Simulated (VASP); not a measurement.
# Ca (Fm-3m) in VASP: further runs

Aim: see how the results for Ca move with the level of theory and the settings. Levels: PBEsol, BLYP. Tasks: single point.

Everything below comes from runs of VASP 6.6.1. Logs are shortened: lines on timing, memory, paths and dates and some standing lists are left out, and cuts for length are marked.

### Step 1. The cell of the first run

It takes space group Fm-3m (No. 225, cubic). Conventional cell: a = 5.625 Å, b = 5.625 Å, c = 5.625 Å, α = 90.00°, β = 90.00°, γ = 90.00°. Ca (site symmetry m-3m) has 12 Ca at 3.98 Å within 5.2 Å.

### Step 2. Single point, PBEsol

Input file INCAR:

```
PREC     = Accurate       # precision mode
ENCUT    = 520            # plane-wave cutoff, eV
EDIFF    = 1E-6           # SCF threshold, eV
ISMEAR   = -1             # smearing method
SIGMA    = 0.05           # smearing width, eV
LREAL    = False          # projectors in reciprocal space
LASPH    = True           # aspherical terms in the spheres
NELM     = 100            # most SCF steps
ALGO     = Normal         # electronic algorithm
ISIF     = 2              # what is computed and relaxed
LWAVE    = False          # write WAVECAR
LCHARG   = False          # write CHGCAR
GGA      = PS             # functional
NBANDS   = 11             # bands
```

Input file KPOINTS:

```
regular mesh
0
Gamma
  8 8 8
```

Input file POSCAR:

```
Ca
1.0
    0.0000000000      2.8127051751      2.8127051751
    2.8127051751      0.0000000000      2.8127051751
    2.8127051751      2.8127051751      0.0000000000
Ca
1
Direct
    0.0000000000      0.0000000000      0.0000000000
```

Potentials or basis: VASP PAW PBE potentials, release 64 (Ca_sv).

The run is started by

```console
> cat potpaw_PBE.64/Ca_sv/POTCAR > POTCAR
> mpirun -np 1 vasp_std > vasp.out
```

OUTCAR:

```text
PREC = Accurate
   ENCUT = 520
   EDIFF = 1E-6
   ISMEAR = -1
   LREAL = False
   LASPH = True
   NELM = 100
   ISIF = 2
   GGA = PS

 ion  position               nearest neighbor table
   1  0.000  0.000  0.000-

  LATTYP: Found a face centered cubic cell.
 ALAT       =     5.6254103502

  Lattice vectors:

 A1 = (   0.0000000000,   2.8127051751,   2.8127051751)
 A2 = (   2.8127051751,   0.0000000000,   2.8127051751)
 A3 = (   2.8127051751,   2.8127051751,   0.0000000000)

Analysis of symmetry for initial positions (statically):
=====================================================================
 Subroutine PRICEL returns:
 Original cell was already a primitive cell.

 Routine SETGRP: Setting up the symmetry group for a
 face centered cubic supercell.

 Subroutine GETGRP returns: Found 48 space group operations
 (whereof 48 operations were pure point group operations)
 out of a pool of 48 trial point group operations.

The static configuration has the point symmetry O_h .

Analysis of symmetry for dynamics (positions and initial velocities):
=====================================================================
 Subroutine PRICEL returns:
 Original cell was already a primitive cell.

 Routine SETGRP: Setting up the symmetry group for a
 face centered cubic supercell.

 Subroutine GETGRP returns: Found 48 space group operations
 (whereof 48 operations were pure point group operations)
 out of a pool of 48 trial point group operations.

The dynamic configuration has the point symmetry O_h .

 Subroutine INISYM returns: Found 48 space group operations
 (whereof 48 operations are pure point group operations),
 and found     1 'primitive' translations

----------------------------------------------------------------------------------------

                                     Primitive cell

  volume of cell :      44.5044

  direct lattice vectors                    reciprocal lattice vectors
     0.000000000  2.812705175  2.812705175    -0.177764810  0.177764810  0.177764810
     2.812705175  0.000000000  2.812705175     0.177764810 -0.177764810  0.177764810
     2.812705175  2.812705175  0.000000000     0.177764810  0.177764810 -0.177764810

  length of vectors
     3.977765806  3.977765806  3.977765806     0.307897682  0.307897682  0.307897682

  position of ions in fractional coordinates (direct lattice)
     0.000000000  0.000000000  0.000000000

  ion indices of the primitive-cell ions
   primitive index   ion index
                 1           1

----------------------------------------------------------------------------------------

 KPOINTS: regular mesh

Automatic generation of k-mesh.
 Grid dimensions read from file:
 generate k-points for:    8    8    8

 Generating k-lattice:

  Cartesian coordinates                     Fractional coordinates (reciprocal lattice)
    -0.022220601  0.022220601  0.022220601     0.125000000  0.000000000  0.000000000
     0.022220601 -0.022220601  0.022220601     0.000000000  0.125000000  0.000000000
     0.022220601  0.022220601 -0.022220601     0.000000000  0.000000000  0.125000000

  Length of vectors
     0.038487210  0.038487210  0.038487210

  Shift w.r.t. Gamma in fractional coordinates (k-lattice)
     0.000000000  0.000000000  0.000000000

 Subroutine IBZKPT returns following result:
 ===========================================

 Found     29 irreducible k-points:

 Following reciprocal coordinates:
            Coordinates               Weight
  0.000000  0.000000  0.000000      1.000000
  0.125000  0.000000  0.000000      8.000000
  0.250000  0.000000  0.000000      8.000000
  0.375000  0.000000  0.000000      8.000000
  0.500000  0.000000  0.000000      4.000000
  0.125000  0.125000  0.000000      6.000000
[... 16 lines left out ...]
  0.500000  0.250000  0.125000     48.000000
 -0.375000  0.250000  0.125000     24.000000
 [... further k-points ...]
   k-points           NKPTS =     29   k-points in BZ     NKDIM =     29   number of bands    NBANDS=     11
   number of dos      NEDOS =    301   number of ions     NIONS =      1
   total plane-waves  NPLWV =  27000
   dimension x,y,z NGX =    30 NGY =   30 NGZ =   30
   dimension x,y,z NGXF=    60 NGYF=   60 NGZF=   60
   ions per type =               1
   NGX,Y,Z   is equivalent  to a cutoff of  12.54, 12.54, 12.54 a.u.
   NGXF,Y,Z  is equivalent  to a cutoff of  25.08, 25.08, 25.08 a.u.
 SYSTEM =  unknown system
   PREC   = accura    normal or accurate (medium, high low for compatibility)
   ISTART =      0    job   : 0-new  1-cont  2-samecut
   ICHARG =      2    charge: 1-file 2-atom 10-const
   ISPIN  =      1    spin polarized calculation?
   LNONCOLLINEAR =      F non collinear calculations
   LSORBIT =      F    spin-orbit coupling
   LASPH  =      T    aspherical Exc in radial PAW
   ENCUT  =  520.0 eV  38.22 Ry    6.18 a.u.   7.40  7.40  7.40*2*pi/ulx,y,z
   NELM   =    100;   NELMIN=  2; NELMDL= -5     # of ELM steps
   EDIFF  = 0.1E-05   stopping-criterion for ELM
   LREAL  =      F    real-space projection
   EDIFFG = 0.1E-04   stopping-criterion for IOM
   NSW    =      0    number of steps for IOM
   IBRION =     -1    ionic relax: 0-MD 1-quasi-New 2-CG
   NFREE  =      0    steps in history (QN), initial steepest desc. (CG)
   ISIF   =      2    stress and relaxation
   ISYM   =      2    0-nonsym 1-usesym 2-fastsym
   POTIM  = 0.5000    time-step for ionic-motion
   TEBEG  =    0.0;   TEEND  =   0.0 temperature during run
   PSTRESS=    0.0 pullay stress
   NELECT =      10.0000    total number of electrons
   NUPDOWN=      -1.0000    fix difference up-down
   EMIN   =  10.00;   EMAX   =-10.00  energy-range for DOS
   EFERMI =   0.00;   METHOD = LEGACY
   ISMEAR =    -1;   SIGMA  =   0.05  broadening in eV -4-tet -1-fermi 0-gaus
   EFERMI_NEDOS =   21; number of points for ismear=-14 and -15
   IALGO  =     38    algorithm
   IMIX   =      4    mixing-type and parameters
     AMIX     =   0.40;   BMIX     =  1.00
     AMIX_MAG =   1.60;   BMIX_MAG =  1.00
  volume/ion in A,a.u.               =      44.50       300.33
  Fermi-wavevector in a.u.,A,eV,Ry     =   0.995269  1.880786 13.477401  0.990561
  Thomas-Fermi vector in A             =   2.127278
   LORBIT       =      0    0 simple, 1 ext, 2 COOP (PROOUT), +10 PAW based schemes
   GGA     = PS    functional components
   LHFCALC =     F    Hartree Fock is set to
   AEXX    =    0.0000 exact exchange contribution
   IVDW    =     0    specifies the selected vdW correction
   LEPSILON=     F    determine dielectric tensor
   LRPA    =     F    only Hartree local field effects (RPA)
 non-spin polarized calculation
  energy-cutoff  :      520.00
  volume of cell :       44.50
 maximum number of plane-waves:      1243
 NGX is ok and might be reduce to    30
   NGX = 15   NGY = 15   NGZ = 15

 number of electron      10.0000000 magnetization

 number of electron       9.9999998 magnetization

 Free energy of the ion-electron system (eV)
  ---------------------------------------------------
  ext. energy  EPLUGINS =         0.00000000
  ---------------------------------------------------
  free energy    TOTEN  =        -2.12148814 eV

  energy without entropy =       -2.10932480  energy(sigma->0) =       -2.11540647

 E-fermi :   1.6443     XC(G=0):  -7.6433

 val. band max:        1.6003465128   @ k =  -0.3750   0.2500   0.1250
 cond. band min:       1.6982375993   @ k =   0.5000   0.1250   0.0000
 fundamental gap:      0.0978910865
 Fermi energy:         1.6442840541

 k-point     1 :       0.0000    0.0000    0.0000
  band No.  band energies     occupation
      1     -40.2759      2.00000
      2     -21.2736      2.00000
      3     -21.2736      2.00000
      4     -21.2736      2.00000
      5      -2.2507      2.00000
      6       3.9445      0.00000
      7       3.9445      0.00000
      8       3.9445      0.00000
      9       4.9569      0.00000
     10       4.9569      0.00000
     11      10.5893      0.00000

 k-point     2 :       0.1250    0.0000    0.0000
  band No.  band energies     occupation
      1     -40.2743      2.00000
      2     -21.2906      2.00000
      3     -21.2759      2.00000
      4     -21.2759      2.00000
      5      -1.9963      2.00000
      6       3.6843      0.00000
      7       4.0302      0.00000
      8       4.0302      0.00000
      9       4.8901      0.00000
     10       4.8901      0.00000
     11      10.6157      0.00000

 k-point     3 :       0.2500    0.0000    0.0000
  band No.  band energies     occupation
      1     -40.2705      2.00000
      2     -21.3316      2.00000
      3     -21.2816      2.00000
      4     -21.2816      2.00000
      5      -1.2707      2.00000
      6       3.0666      0.00000
      7       4.0735      0.00000
      8       4.0735      0.00000
      9       4.9684      0.00000
     10       4.9684      0.00000
     11       8.7318      0.00000

 k-point     4 :       0.3750    0.0000    0.0000
  band No.  band energies     occupation
      1     -40.2667      2.00000
      2     -21.3722      2.00000
      3     -21.2874      2.00000
      4     -21.2874      2.00000
      5      -0.2024      2.00000
      6       2.2569      0.00001
      7       3.9221      0.00000
      8       3.9221      0.00000
      9       5.3685      0.00000
     10       5.3685      0.00000
     11       7.1875      0.00000

 k-point     5 :       0.5000    0.0000    0.0000
  band No.  band energies     occupation
      1     -40.2651      2.00000
      2     -21.3888      2.00000
      3     -21.2897      2.00000
      4     -21.2897      2.00000
      5       0.7068      2.00000
      6       1.4953      1.90327
      7       3.8405      0.00000
      8       3.8405      0.00000
      9       5.6041      0.00000
     10       5.6041      0.00000
     11       6.5893      0.00000
[... 211 lines left out ...]
 k-point    21 :       0.5000    0.5000    0.0000
  band No.  band energies     occupation
      1     -40.2615      2.00000
      2     -21.3823      2.00000
      3     -21.3161      2.00000
      4     -21.3161      2.00000
      5       1.2770      1.99871
      6       2.2805      0.00001
      7       2.5593      0.00000
      8       5.5984      0.00000
      9       5.7749      0.00000
     10       5.7749      0.00000
     11       7.3003      0.00000

 k-point    22 :       0.3750    0.2500    0.1250
  band No.  band energies     occupation
      1     -40.2676      2.00000
      2     -21.3418      2.00000
      3     -21.3028      2.00000
      4     -21.2889      2.00000
      5      -0.6589      2.00000
      6       2.8687      0.00000
      7       3.6022      0.00000
      8       4.4709      0.00000
      9       4.5937      0.00000
     10       5.4601      0.00000
     11       8.7272      0.00000

 k-point    23 :       0.5000    0.2500    0.1250
  band No.  band energies     occupation
      1     -40.2646      2.00000
      2     -21.3637      2.00000
      3     -21.3156      2.00000
      4     -21.2957      2.00000
      5       0.3564      2.00000
      6       2.3738      0.00000
      7       3.2110      0.00000
      8       4.3208      0.00000
      9       5.1233      0.00000
     10       5.8134      0.00000
     11       7.1598      0.00000

 k-point    24 :      -0.3750    0.2500    0.1250
  band No.  band energies     occupation
      1     -40.2633      2.00000
      2     -21.3731      2.00000
      3     -21.3196      2.00000
      4     -21.2994      2.00000
      5       1.3482      1.99465
      6       1.6003      1.41313
      7       3.1530      0.00000
      8       4.2291      0.00000
      9       5.4463      0.00000
     10       5.9748      0.00000
     11       6.3443      0.00000

 [... further k-points ...]
[... 5 lines left out ...]
  --------------------------------------------------------------------------------------
  -------------------------------------------------------------------------------------
  Total       -0.4008709     -0.4008709     -0.4008709     -0.0000000      0.0000000      0.0000000
  in kB      -14.4315326    -14.4315326    -14.4315326     -0.0000000      0.0000000      0.0000000
  external PRESSURE =     -14.4315326 kB  Pullay stress =       0.0000000 kB

 VOLUME and BASIS-vectors are now :
 -----------------------------------------------------------------------------
  energy-cutoff  :      520.00
  volume of cell :       44.50
      direct lattice vectors                 reciprocal lattice vectors
     0.000000000  2.812705175  2.812705175    -0.177764810  0.177764810  0.177764810
     2.812705175  0.000000000  2.812705175     0.177764810 -0.177764810  0.177764810
     2.812705175  2.812705175  0.000000000     0.177764810  0.177764810 -0.177764810

 POSITION                                       TOTAL-FORCE (eV/Angst)
 -----------------------------------------------------------------------------------
      0.00000      0.00000      0.00000         0.000000     -0.000000     -0.000000
 -----------------------------------------------------------------------------------
    total drift:                               -0.000000     -0.000000      0.000000

  FREE ENERGIE OF THE ION-ELECTRON SYSTEM (eV)
  ---------------------------------------------------
  free  energy   TOTEN  =        -2.1214881373 eV

  energy  without entropy=       -2.1093247961  energy(sigma->0) =       -2.11540647
```

Wall time 11 s (1 thread of Intel Xeon Platinum 8259CL at 2.50GHz (Skylake/Cascade Lake), shared host); peak memory 0.17 GiB.

Results:

- Free energy: -2.1215 eV
- Pressure: -1.4 GPa
- Band gap on the k mesh: zero (band 5 reaches 1.92 eV, above the bottom of band 6 at 1.50 eV)

Levels at points of the mesh, in eV from the Fermi level:
| k point | band 2 | band 3 | band 4 | band 5 | band 6 | band 7 | band 8 | band 9 |
| --- | --- | --- | --- | --- | --- | --- | --- | --- |
| (0.00, 0.00, 0.00) | -22.92 | -22.92 | -22.92 | -3.89 | 2.30 | 2.30 | 2.30 | 3.31 |
| (0.50, 0.00, 0.00) | -23.03 | -22.93 | -22.93 | -0.94 | -0.15 | 2.20 | 2.20 | 3.96 |
| (0.50, 0.50, 0.00) | -23.03 | -22.96 | -22.96 | -0.37 | 0.64 | 0.92 | 3.95 | 4.13 |

Caveat: the PAW data sets were made with another functional, which shifts forces and pressure a little.

### Step 3. Single point, BLYP

This run uses another cell than the first one, of 43.63 Å³/atom, 0.980 times its volume.

Input file INCAR:

```
SYSTEM = Ca
PREC = Accurate
ENCUT = 520
EDIFF = 1E-6
ISMEAR = -1
SIGMA = 0.025
LREAL = .False.
LASPH = .True.
NELM = 60
ALGO = Normal
ISIF = 2
LWAVE = .False.
LCHARG = .False.
GGA = B5
ALDAX = 1.0
AGGAX = 1.0
AGGAC = 1.0
ALDAC = 0.0
NBANDS = 11
```

Input file KPOINTS:

```
Automatic mesh
0
Gamma
  8 8 8
  0 0 0
```

Input file POSCAR:

```
Ca
1.0
    0.0000000000      2.7942000000      2.7942000000
    2.7942000000      0.0000000000      2.7942000000
    2.7942000000      2.7942000000      0.0000000000
Ca
1
Direct
    0.0000000000      0.0000000000      0.0000000000
```

Potentials or basis: VASP PAW PBE potentials, release 64 (Ca_sv).

The run is started by

```console
> cat potpaw_PBE.64/Ca_sv/POTCAR > POTCAR
> mpirun -np 1 vasp_std > vasp.out
```

Run time: 33 s. Hardware: 1 thread of AMD EPYC 7R43 (Zen 3), shared host; peak memory 0.12 GiB.

It converged, with:

```
Free energy            : -1.2421 eV
Pressure               : -0.4 GPa
Band gap on the k mesh : zero (band 5 reaches 2.44 eV, above the bottom of band 6 at 2.18 eV)
```

Levels at points of the mesh, in eV from the Fermi level:
| k point | band 2 | band 3 | band 4 | band 5 | band 6 | band 7 | band 8 | band 9 |
| --- | --- | --- | --- | --- | --- | --- | --- | --- |
| (0.00, 0.00, 0.00) | -23.10 | -23.10 | -23.10 | -3.89 | 2.12 | 2.12 | 2.12 | 3.10 |
| (0.50, 0.00, 0.00) | -23.23 | -23.12 | -23.12 | -0.97 | -0.05 | 2.02 | 2.02 | 3.74 |
| (0.50, 0.50, 0.00) | -23.22 | -23.15 | -23.15 | -0.45 | 0.52 | 1.03 | 3.73 | 3.92 |

Caveat: the PAW data sets were made with another functional, which shifts forces and pressure a little.
